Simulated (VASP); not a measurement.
# TePb4Se3 (I4/mmm) in VASP: single point with PBE

Aim: the single point of TePb4Se3 with PBE.

All numbers are computed with VASP 6.6.1; they aren't measurements. Logs are shortened: lines on timing, memory, paths and dates and some standing lists are left out, and cuts for length are marked.

## Step 1: The cell of the first run

Symmetry: I4/mmm, No. 139, tetragonal system. Conventional cell: a = 6.321 Å, b = 6.321 Å, c = 12.607 Å, α = 90.00°, β = 90.00°, γ = 90.00°. Te (site symmetry 4/mmm) has 6 Pb at 3.16 to 3.26 Å within 4.2 Å. Pb (site symmetry mmm) has 4 Se at 3.15 to 3.16 Å and 2 Te at 3.16 Å within 4.1 Å. Pb (site symmetry 4mm) has 5 Se at 3.05 to 3.16 Å and 1 Te at 3.26 Å within 4.0 Å. Within 4.1 Å of Se (site symmetry -4m2) lie 6 Pb at 3.15 to 3.16 Å. Se (site symmetry 4/mmm) has 6 Pb at 3.05 to 3.16 Å within 4.0 Å.

## Step 2: Single point, PBE

Contents of INCAR:

```
PREC     = Accurate       # precision mode
ENCUT    = 520            # plane-wave cutoff, eV
EDIFF    = 1E-6           # SCF threshold, eV
ISMEAR   = 0              # smearing method
SIGMA    = 0.01           # smearing width, eV
LREAL    = F              # projectors in reciprocal space
LASPH    = T              # aspherical terms in the spheres
NELM     = 60             # most SCF steps
ALGO     = Normal         # electronic algorithm
ISIF     = 2              # what is computed and relaxed
LWAVE    = F              # write WAVECAR
LCHARG   = F              # write CHGCAR
GGA      = PE             # functional
NBANDS   = 50             # bands
```

Contents of KPOINTS:

```
Automatic mesh
0
Gamma
  8 8 8
```

Contents of POSCAR:

```
TePb4Se3
1.0
   -3.1607114000      3.1607114000      6.3037187000
    3.1607114000     -3.1607114000      6.3037187000
    3.1607114000      3.1607114000     -6.3037187000
Te Pb Se
1 4 3
Direct
    0.5000000000      0.5000000000      0.0000000000
    0.0000000000      0.5000000000      0.5000000000
    0.7583580000      0.7583580000      0.0000000000
    0.5000000000      0.0000000000      0.5000000000
    0.2416420000      0.2416420000      0.0000000000
    0.7500000000      0.2500000000      0.5000000000
    0.2500000000      0.7500000000      0.5000000000
    0.0000000000      0.0000000000      0.0000000000
```

Potentials or basis: VASP PAW PBE potentials, release 64 (Te, Pb_d, Se).

On the command line:

```
cat potpaw_PBE.64/Te/POTCAR potpaw_PBE.64/Pb_d/POTCAR potpaw_PBE.64/Se/POTCAR > POTCAR
mpirun -np 1 vasp_std > vasp.out
```

OUTCAR:

```text
PREC = Accurate
   ENCUT = 520
   EDIFF = 1E-6
   ISMEAR = 0
   LREAL = F
   LASPH = T
   NELM = 60
   ISIF = 2
   GGA = PE

 ion  position               nearest neighbor table
   1  0.500  0.500  0.000-   2 3.16   4 3.16   4 3.16   2 3.16   3 3.26   5 3.26
   2  0.000  0.500  0.500-   6 3.15   7 3.15   1 3.16   8 3.16   8 3.16   1 3.16
   3  0.758  0.758  0.000-   8 3.05   7 3.16   6 3.16   6 3.16   7 3.16   1 3.26
   4  0.500  0.000  0.500-   6 3.15   7 3.15   1 3.16   8 3.16   1 3.16   8 3.16
   5  0.242  0.242  0.000-   8 3.05   7 3.16   6 3.16   6 3.16   7 3.16   1 3.26
   6  0.750  0.250  0.500-   2 3.15   4 3.15   3 3.16   5 3.16   3 3.16   5 3.16
   7  0.250  0.750  0.500-   2 3.15   4 3.15   3 3.16   5 3.16   3 3.16   5 3.16
   8  0.000  0.000  0.000-   3 3.05   5 3.05   4 3.16   2 3.16   2 3.16   4 3.16

  LATTYP: Found a body centered tetragonal cell.
 ALAT       =     6.3214228000
 C/A-ratio  =     1.9943986977

  Lattice vectors:

 A1 = (  -3.1607114000,   3.1607114000,   6.3037187000)
 A2 = (   3.1607114000,  -3.1607114000,   6.3037187000)
 A3 = (   3.1607114000,   3.1607114000,  -6.3037187000)

Analysis of symmetry for initial positions (statically):
=====================================================================
 Subroutine PRICEL returns:
 Original cell was already a primitive cell.

 Routine SETGRP: Setting up the symmetry group for a
 body centered tetragonal supercell.

 Subroutine GETGRP returns: Found 16 space group operations
 (whereof 16 operations were pure point group operations)
 out of a pool of 16 trial point group operations.

The static configuration has the point symmetry D_4h.

Analysis of symmetry for dynamics (positions and initial velocities):
=====================================================================
 Subroutine PRICEL returns:
 Original cell was already a primitive cell.

 Routine SETGRP: Setting up the symmetry group for a
 body centered tetragonal supercell.

 Subroutine GETGRP returns: Found 16 space group operations
 (whereof 16 operations were pure point group operations)
 out of a pool of 16 trial point group operations.

The dynamic configuration has the point symmetry D_4h.

 Subroutine INISYM returns: Found 16 space group operations
 (whereof 16 operations are pure point group operations),
 and found     1 'primitive' translations

----------------------------------------------------------------------------------------

[... 105 lines left out ...]
   LREAL  =      F    real-space projection
   EDIFFG = 0.1E-04   stopping-criterion for IOM
   NSW    =      0    number of steps for IOM
   IBRION =     -1    ionic relax: 0-MD 1-quasi-New 2-CG
   NFREE  =      0    steps in history (QN), initial steepest desc. (CG)
   ISIF   =      2    stress and relaxation
   ISYM   =      2    0-nonsym 1-usesym 2-fastsym
   POTIM  = 0.5000    time-step for ionic-motion
   TEBEG  =    0.0;   TEEND  =   0.0 temperature during run
   PSTRESS=    0.0 pullay stress
   NELECT =      80.0000    total number of electrons
   NUPDOWN=      -1.0000    fix difference up-down
   EMIN   =  10.00;   EMAX   =-10.00  energy-range for DOS
   EFERMI =   0.00;   METHOD = LEGACY
   ISMEAR =     0;   SIGMA  =   0.01  broadening in eV -4-tet -1-fermi 0-gaus
   EFERMI_NEDOS =   21; number of points for ismear=-14 and -15
   IALGO  =     38    algorithm
   IMIX   =      4    mixing-type and parameters
     AMIX     =   0.40;   BMIX     =  1.00
     AMIX_MAG =   1.60;   BMIX_MAG =  1.00
  volume/ion in A,a.u.               =      31.49       212.49
  Fermi-wavevector in a.u.,A,eV,Ry     =   1.116939  2.110708 16.973975  1.247552
  Thomas-Fermi vector in A             =   2.253557
   LORBIT       =      0    0 simple, 1 ext, 2 COOP (PROOUT), +10 PAW based schemes
   GGA     = PE    functional components
   LHFCALC =     F    Hartree Fock is set to
   AEXX    =    0.0000 exact exchange contribution
   IVDW    =     0    specifies the selected vdW correction
   LEPSILON=     F    determine dielectric tensor
   LRPA    =     F    only Hartree local field effects (RPA)
 non-spin polarized calculation
 Gauss-broadening in eV      SIGMA  =   0.01
  energy-cutoff  :      520.00
  volume of cell :      251.90
 maximum number of plane-waves:      6816
 NGX is ok and might be reduce to    60
   NGX = 29   NGY = 29   NGZ = 29

 number of electron      80.0000000 magnetization

 Free energy of the ion-electron system (eV)
  ---------------------------------------------------
  ext. energy  EPLUGINS =         0.00000000
  ---------------------------------------------------
  free energy    TOTEN  =       -31.95679642 eV

  energy without entropy =      -31.95679642  energy(sigma->0) =      -31.95679642

 E-fermi :   4.7636     XC(G=0):  -9.2348

 val. band max:        4.6656557220   @ k =   0.5000   0.5000   0.0000
 cond. band min:       4.9527434689   @ k =   0.5000   0.5000   0.0000
 fundamental gap:      0.2870877469
 Fermi energy:         4.7636451303

 k-point     1 :       0.0000    0.0000    0.0000
  band No.  band energies     occupation
      1     -12.2085      2.00000
      2     -12.1887      2.00000
      3     -12.1797      2.00000
      4     -12.1444      2.00000
      5     -12.1361      2.00000
      6     -12.1323      2.00000
[... 1261 lines left out ...]
     49       7.9506      0.00000
     50       8.1137      0.00000

 [... further k-points ...]
[... 5 lines left out ...]
  --------------------------------------------------------------------------------------
  -------------------------------------------------------------------------------------
  Total       -0.0352908     -0.0352908     -0.0279098      0.0000000      0.0000000      0.0000000
  in kB       -0.2244635     -0.2244635     -0.1775172      0.0000000      0.0000000      0.0000000
  external PRESSURE =      -0.2088147 kB  Pullay stress =       0.0000000 kB

 VOLUME and BASIS-vectors are now :
 -----------------------------------------------------------------------------
  energy-cutoff  :      520.00
  volume of cell :      251.90
      direct lattice vectors                 reciprocal lattice vectors
    -3.160711400  3.160711400  6.303718700     0.000000000  0.158192235  0.079318260
     3.160711400 -3.160711400  6.303718700     0.158192235  0.000000000  0.079318260
     3.160711400  3.160711400 -6.303718700     0.158192235  0.158192235  0.000000000

 POSITION                                       TOTAL-FORCE (eV/Angst)
 -----------------------------------------------------------------------------------
      0.00000      0.00000      6.30372         0.000000      0.000000     -0.000000
      3.16071      0.00000      0.00000         0.000000      0.000000     -0.000000
      0.00000      0.00000      9.56095         0.000000      0.000000     -0.001617
      0.00000      3.16071      0.00000         0.000000      0.000000     -0.000000
      0.00000      0.00000      3.04649        -0.000000     -0.000000      0.001617
      0.00000      3.16071      3.15186         0.000000      0.000000      0.000000
      3.16071      0.00000      3.15186         0.000000      0.000000      0.000000
      0.00000      0.00000      0.00000         0.000000      0.000000     -0.000000
 -----------------------------------------------------------------------------------
    total drift:                                0.000000      0.000000     -0.000000

  FREE ENERGIE OF THE ION-ELECTRON SYSTEM (eV)
  ---------------------------------------------------
  free  energy   TOTEN  =       -31.9567964154 eV

  energy  without entropy=      -31.9567964154  energy(sigma->0) =      -31.95679642
```

OSZICAR:

```text
N       E                     dE             d eps       ncg     rms          rms(c)
DAV:   1     0.880249118407E+03    0.88025E+03   -0.35651E+04  5900   0.164E+03
DAV:   2     0.838727304803E+02   -0.79638E+03   -0.77038E+03  5998   0.440E+02
DAV:   3    -0.257671155769E+02   -0.10964E+03   -0.10389E+03  7576   0.188E+02
DAV:   4    -0.327909503386E+02   -0.70238E+01   -0.69313E+01  7106   0.478E+01
DAV:   5    -0.330947649198E+02   -0.30381E+00   -0.30318E+00  7848   0.979E+00    0.587E+00
DAV:   6    -0.319434863525E+02    0.11513E+01   -0.20290E+00  8140   0.712E+00    0.346E+00
DAV:   7    -0.319476098637E+02   -0.41235E-02   -0.70720E-01  7972   0.273E+00    0.181E+00
DAV:   8    -0.319572648775E+02   -0.96550E-02   -0.59626E-02  7712   0.179E+00    0.328E-01
DAV:   9    -0.319562345974E+02    0.10303E-02   -0.89671E-03  7588   0.563E-01    0.176E-01
DAV:  10    -0.319566483220E+02   -0.41372E-03   -0.22380E-03  7926   0.177E-01    0.841E-02
DAV:  11    -0.319567918454E+02   -0.14352E-03   -0.21449E-04  7300   0.786E-02    0.323E-02
DAV:  12    -0.319567945443E+02   -0.26989E-05   -0.45724E-05  7780   0.388E-02    0.185E-02
DAV:  13    -0.319567955518E+02   -0.10075E-05   -0.27061E-05  7198   0.336E-02    0.484E-03
DAV:  14    -0.319567964154E+02   -0.86363E-06   -0.36899E-06  5752   0.775E-03
   1 F= -.31956796E+02 E0= -.31956796E+02  d E =-.439095E-46
```

Run time: 21 min. Hardware: 1 thread of Oxide Virtual Turin-like, shared host; peak memory 0.86 GiB.

Results:

| Property | Result |
| --- | --- |
| Free energy | -31.9568 eV |
| Pressure | 0.0 GPa |
| Band gap on the k mesh | 0.29 eV |

Levels at points of the mesh, in eV from the valence-band top:
```csv
k point,band 38,band 39,band 40,band 41,band 42,band 43
"(0.00, 0.00, 0.00)",-1.56,-0.73,-0.48,1.77,1.86,3.71
"(0.50, 0.00, 0.00)",-1.06,-0.82,-0.54,1.58,1.65,1.94
"(0.50, 0.50, 0.00)",-0.55,-0.12,0.00,0.29,0.50,1.44
"(0.50, 0.50, 0.50)",-2.23,-1.47,-1.41,2.30,2.40,3.68
```

Caveat: spin-orbit coupling is left out, which moves the levels of the heavy elements. A k mesh can miss the band edges.
